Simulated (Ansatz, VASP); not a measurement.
# Two plane-wave programs on W

```
CELL_PARAMETERS angstrom
4.84555 0.00000 0.00000
-2.42278 4.19637 0.00000
0.00000 0.00000 2.69171
ATOMIC_POSITIONS crystal
W 0.00000 0.00000 0.00000
W 0.33333 0.66667 0.50000
W 0.66667 0.33333 0.50000
```

Alike in both runs: task single point; functional r2SCAN; k mesh 9 × 9 × 14; occupations fermi-dirac, width 0.1 eV; no spin polarisation.

```csv
,VASP,Ansatz
version,VASP 6.6.1,Ansatz 0.2.0
potentials or method,"VASP PAW PBE potentials, release 64 (W_sv), cutoff 520 eV","plane waves (500 eV) with PAW, scalar-relativistic"
valence electrons in the cell,42,42
```

VASP gave:

* pressure (GPa): -25.4
* traceless stress, the component that is largest in VASP (GPa): -2.16

Q: What did Ansatz give for the same quantities?

A: Pressure (GPa): -26.1; traceless stress, the component that is largest in VASP (GPa): -2.34.

VASP's potentials were made for PBE, not for r2SCAN.

Neither program's run includes spin-orbit coupling.
